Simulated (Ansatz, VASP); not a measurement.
## TiC: VASP beside Ansatz

Contents of INCAR:

```
SYSTEM = TiC
PREC = Accurate
ENCUT = 520
EDIFF = 1E-7
ISMEAR = 0
SIGMA = 0.15
LREAL = .FALSE.
LASPH = .TRUE.
NELM = 100
ALGO = Normal
ISIF = 2
LWAVE = .FALSE.
LCHARG = .FALSE.
GGA = PE
NBANDS = 15
```

The input KPOINTS:

```
regular mesh
0
G
  26 26 26
  0 0 0
```

File POSCAR:

```
TiC
1.0
    0.0000000000      2.1961427675      2.1082970568
    2.1961427675      0.0000000000      2.1082970568
    2.1961427675      2.1961427675      0.0000000000
Ti C
1 1
Direct
    0.0000000000      0.0000000000      0.0000000000
    0.5000000000      0.5000000000      0.5000000000
```

Input for Ansatz:

```yaml
crystal:
  lattice:
    - [0.0, 2.1961427675, 2.1082970568]
    - [2.1961427675, 0.0, 2.1082970568]
    - [2.1961427675, 2.1961427675, 0.0]
  atoms:
    - { symbol: Ti, position: [0.0, 0.0, 0.0] }
    - { symbol: C, position: [0.5, 0.5, 0.5] }
basis:
  ecutwfc: 420
kpoints:
  mp_grid: { grid: [26, 26, 26] }
hamiltonian:
  xc: pbe
scf:
  occupations: { method: gaussian, width: 0.15 }
output:
  forces: true
  stress: true
  eigenvalues: true
```

Alike in both runs: task single point; functional PBE; k mesh 26 × 26 × 26; occupations gaussian, width 0.15 eV; no spin polarisation.

|  | VASP | Ansatz |
| --- | --- | --- |
| version | VASP 6.6.1 | Ansatz 0.2.0 |
| potentials or method | VASP PAW PBE potentials, release 64 (Ti_sv, C), cutoff 520 eV | scalar-relativistic, plane waves, PAW |
| valence electrons in the cell | 16 | 16 |

```tsv
	VASP	Ansatz	Ansatz less VASP
gap on the k mesh at the Fermi level (eV)	none	none	-
pressure (GPa)	1.0	0.8	-0.20
traceless stress, the component that is largest in VASP (GPa)	11.45	11.38	-0.070
```

A gap of «none» marks a metal or a gap that the smearing closes. The functional is the same, so the differences come from potentials, cutoffs and numerics.
